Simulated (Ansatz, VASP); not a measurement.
# Two plane-wave programs on GaSb2

```
Ga Sb
1.0
     3.31684    0.00000    0.00000
     0.00000    3.31684    0.00000
     0.00000    0.00000    6.33709
Ga Sb
1 2
Direct
  0.00000 0.00000 0.00000
  0.50000 0.50000 0.27000
  0.50000 0.50000 0.73000
```

Change from the starting cell: species swapped into the FeSi2 type (P4/mmm, No. 123).

Alike in both runs: task single point; functional PBE; k mesh 6 × 6 × 4; occupations gaussian, width 0.1 eV; no spin polarisation.

```csv
,VASP,Ansatz
version,VASP 6.6.1,Ansatz 0.2.0
potentials or method,"VASP PAW PBE potentials, release 64 (Ga_d, Sb), cutoff 520 eV","scalar-relativistic, plane waves, PAW"
valence electrons in the cell,23,43
```

Ansatz gave:

```
gap on the k mesh at the Fermi level (eV)                     : none
pressure (GPa)                                                : 11.3
traceless stress, the component that is largest in VASP (GPa) : -0.20
rms of the force components (eV/Å)                            : 0.217
```

Problem. Estimate VASP's values.

Solution. gap on the k mesh at the Fermi level (eV): none; pressure (GPa): 11.4; traceless stress, the component that is largest in VASP (GPa): -0.16; rms of the force components (eV/Å): 0.216.

Atom by atom the forces differ by 0.001 eV/Å (rms over components). A gap of «none» marks a metal or a gap that the smearing closes. VASP's potentials hold 23 valence electrons a cell and Ansatz's 43, so a difference there can come from the potentials and not from the codes.

Neither program's run includes spin-orbit coupling.
